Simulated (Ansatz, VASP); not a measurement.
## Sb in VASP and in Ansatz

```xyz
2
Lattice="3.3464 0.0000 0.0000 -1.6732 2.8981 0.0000 0.0000 0.0000 5.2942" Properties=species:S:1:pos:R:3 pbc="T T T"
Sb    0.0000    1.9320    1.3236
Sb    1.6732    0.9660    3.9707
```

Change from the starting cell: volume scaled by 0.98.

Alike in both runs: task single point; functional PBEsol; k mesh 12 × 12 × 7; occupations fermi-dirac, width 0.05 eV; no spin polarisation.

|  | VASP | Ansatz |
| --- | --- | --- |
| version | VASP 6.6.1 | Ansatz 0.2.0 |
| potentials or method | VASP PAW PBE potentials, release 64 (Sb), cutoff 520 eV | all-electron LAPW, scalar-relativistic |

```tsv
	VASP	Ansatz	Ansatz less VASP
pressure (GPa)	1.3	1.3	+0.01
traceless stress, the component that is largest in VASP (GPa)	-0.84	-0.85	-0.002
```

VASP's potentials were made for PBE, not for PBEsol. Ansatz ran all-electron here, and VASP with PAW potentials.

Neither program's run includes spin-orbit coupling.
